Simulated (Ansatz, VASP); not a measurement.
Se in VASP and in Ansatz

The input INCAR:

```
SYSTEM = Se
ALGO = Normal
EDIFF = 1E-6
ENCUT = 520
GGA = PE
ISIF = 2
ISMEAR = -1
LASPH = .TRUE.
LCHARG = .FALSE.
LREAL = .FALSE.
LWAVE = .FALSE.
NBANDS = 13
NELM = 100
PREC = Accurate
SIGMA = 0.05
```

Contents of KPOINTS:

```
k-points
0
G
  8 8 8
  0 0 0
```

The input POSCAR:

```
Se
1.0
    0.0000000000     -3.4068972300      0.0000000000
   -3.4068972300      0.0000000000      0.0000000000
    0.0000000000      0.0000000000     -3.4068972300
Se
2
Direct
    0.4655916400      0.5167974900      0.4461899600
    0.0344083600      0.9832025100      0.0538100400
```

Contents of input.yaml:

```yaml
crystal:
  lattice:
    - [0.0, -3.40689723, 0.0]
    - [-3.40689723, 0.0, 0.0]
    - [0.0, 0.0, -3.40689723]
  atoms:
    - { symbol: Se, position: [0.46559164, 0.51679749, 0.44618996] }
    - { symbol: Se, position: [0.03440836, 0.98320251, 0.05381004] }
kpoints:
  mp_grid: { grid: [8, 8, 8] }
scf:
  occupations: { method: fermi_dirac, width: 0.05 }
hamiltonian:
  xc: pbe
  pseudopotentials: { kind: all_electron, lapw: { basis_error: 0.001 } }
output:
  forces: true
  stress: true
  eigenvalues: true
  populations: true
```

Change from the starting cell: atom 1 moved 0.45 Å.

Alike in both runs: task single point; functional PBE; k mesh 8 × 8 × 8; occupations fermi-dirac, width 0.05 eV; no spin polarisation.

|  | VASP | Ansatz |
| --- | --- | --- |
| version | VASP 6.6.1 | Ansatz 0.2.0 |
| potentials or method | VASP PAW PBE potentials, release 64 (Se), cutoff 520 eV | all-electron LAPW, scalar-relativistic |

Ansatz gave:

```
gap on the k mesh at the Fermi level (eV)                     : none
pressure (GPa)                                                : 6.7
traceless stress, the component that is largest in VASP (GPa) : -2.24
rms of the force components (eV/Å)                            : 0.203
```

Task: Which values does VASP return?

Result: gap on the k mesh at the Fermi level (eV): none; pressure (GPa): 6.8; traceless stress, the component that is largest in VASP (GPa): -2.23; rms of the force components (eV/Å): 0.196.

Atom by atom the forces differ by 0.008 eV/Å (rms over components). A gap of «none» marks a metal or a gap that the smearing closes. Ansatz ran all-electron here, and VASP with PAW potentials.
